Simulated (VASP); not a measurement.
A run of VASP 6.6.1 is set up as follows.

File INCAR:

```
SYSTEM = Si2W
ALGO = Normal
EDIFF = 1E-7
EDIFFG = -0.01
ENCUT = 600
GGA = PS
IBRION = 2
ISIF = 3
ISMEAR = -1
LASPH = .True.
LCHARG = .False.
LREAL = .False.
LWAVE = .False.
NELM = 80
NSW = 80
PREC = Accurate
SIGMA = 0.05
```

The input KPOINTS:

```
k-points
0
Gamma
  12 12 12
  0 0 0
```

POSCAR

```
Si2W
1.0
   -1.6069000000      1.6069000000      3.9149500000
    1.6069000000     -1.6069000000      3.9149500000
    1.6069000000      1.6069000000     -3.9149500000
W Si
1 2
Direct
    0.0000000000      0.0000000000      0.0000000000
    0.6653000000      0.6653000000      0.0000000000
    0.3347000000      0.3347000000      0.0000000000
```

Potentials or basis: VASP PAW PBE potentials, release 64 (W_sv, Si).

Launch:

```bash
$ cat potpaw_PBE.64/W_sv/POTCAR potpaw_PBE.64/Si/POTCAR > POTCAR
$ mpirun -np 1 vasp_std > vasp.out
```

Q: Predict the band gap on the k mesh.

A: Zero (bands 11 and 12 overlap by 1.33 eV).

Q: Estimate the space group after relaxing (to 0.1 Å).

A: I4/mmm (No. 139).

Q: Estimate the relaxed cell.

A: a = 4.520 Å, b = 4.520 Å, c = 4.520 Å, α = 138.48°, β = 138.48°, γ = 60.17°.

Final structure:
```
W Si
1.0
    -1.60192    1.60192    3.91086
     1.60192   -1.60192    3.91086
     1.60192    1.60192   -3.91086
W Si
1 2
Direct
  0.00000 0.00000 0.00000
  0.66552 0.66552 0.00000
  0.33448 0.33448 0.00000
```

Caveat: spin-orbit coupling is left out, which moves the levels of the heavy elements.
